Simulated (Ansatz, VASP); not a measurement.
# MgCd2TeSe2: VASP beside Ansatz

```
Mg Cd Te Se
1.0
     4.40834    0.00000    0.00000
     0.00000    4.40834    0.00000
     0.00000    0.00000    7.98971
Mg Cd Te Se
1 2 1 2
Direct
  0.50000 0.50000 0.50000
  0.00000 0.00000 0.24300
  0.00000 0.00000 0.75700
  0.50000 0.50000 0.00000
  0.00000 0.50000 0.00000
  0.50000 0.00000 0.00000
```

Change from the starting cell: species swapped into the BaTi2As2O type (P4/mmm, No. 123).

Alike in both runs: task relaxation of cell and atoms; functional PBE; k mesh 4 × 4 × 2; occupations gaussian, width 0.1 eV; no spin polarisation.

```csv
,VASP,Ansatz
version,VASP 6.6.1,Ansatz 0.2.0
potentials or method,"VASP PAW PBE potentials, release 64 (Mg, Cd, Te, Se), cutoff 600 eV","scalar-relativistic, plane waves, PAW"
valence electrons in the cell,44,98
```

```csv
,VASP,Ansatz,Ansatz less VASP
"gap on the k mesh at the Fermi level, each at its own relaxed structure (eV)",none,none,-
relaxed volume (Å³/atom),30.02,30.11,+0.089
relaxed cell length with the largest relative difference (Å),5.638,5.649,+0.0106
```

A gap of «none» marks a metal or a gap that the smearing closes. VASP's potentials hold 44 valence electrons a cell and Ansatz's 98, so a difference there can come from the potentials and not from the codes.

The k mesh is coarse, so the values compare programs but aren't converged. Spin-orbit coupling is off throughout. Noted on VASP's run: the volume moved by over 15 % at a fixed basis, so the end points are rough.
